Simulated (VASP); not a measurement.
Wanted: the native input for a VASP 6.6.1 run.

```yaml
Task: single point
Functional: BLYP
Potentials_or_basis: VASP PAW PBE potentials, release 64 (Ti_sv, O)
Cutoff: 520 eV
k_mesh: 5 × 5 × 5
Occupations: fermi-dirac, width 0.05 eV
Spin: no spin polarisation
Dipole_correction: no
Further_INCAR_settings: ALGO = Normal; EDIFF = 1e-06; NBANDS = 60
```

The structure of TiO2 lies in POSCAR:

```
TiO2
1.0
    5.3284392064      0.0000000000     -0.8779165828
    0.0000000000      5.4011515422      0.0000000000
   -1.8613436402      0.0000000000      5.2941069460
Ti O
4 8
Direct
    0.2500050441      0.1248825798      0.2499873865
    0.7499949559      0.6248825798      0.2500126135
    0.7499949559      0.8751174202      0.7500126135
    0.2500050441      0.3751174202      0.7499873865
    0.0445251902      0.1251328402      0.8391458245
    0.9554748098      0.6251328402      0.6608541755
    0.9554748098      0.8748671598      0.1608541755
    0.0445251902      0.3748671598      0.3391458245
    0.5444974399      0.8748835687      0.3391124667
    0.4555025601      0.3748835687      0.1608875333
    0.4555025601      0.1251164313      0.6608875333
    0.5444974399      0.6251164313      0.8391124667
```

These files were run (other wordings do the same):

INCAR

```
SYSTEM = TiO2
PREC = Accurate ; ENCUT = 520
EDIFF = 1E-6 ; ISMEAR = -1
SIGMA = 0.05 ; LREAL = .FALSE.
LASPH = .TRUE. ; NELM = 100
ALGO = Normal ; ISIF = 2
LWAVE = .FALSE. ; LCHARG = .FALSE.
GGA = B5 ; ALDAX = 1.0
AGGAX = 1.0 ; AGGAC = 1.0
ALDAC = 0.0 ; NBANDS = 60
```

KPOINTS

```
Automatic mesh
0
G
  5 5 5
  0 0 0
```

Potentials or basis: VASP PAW PBE potentials, release 64 (Ti_sv, O).

The run is started by

```sh
$ cat potpaw_PBE.64/Ti_sv/POTCAR potpaw_PBE.64/O/POTCAR > POTCAR
$ mpirun -np 1 vasp_std > vasp.out
```

Results of the run:

```yaml
Pressure: 0.9 GPa
Largest_force: 0.020 eV/Å
Band_gap_on_the_k_mesh: 2.08 eV
```

Caveat: the PAW data sets were made with another functional, which shifts forces and pressure a little.

It took 4.7 min on 1 thread of AMD EPYC 7R13 Processor (Zen 3) (shared host), peak memory 0.35 GiB.
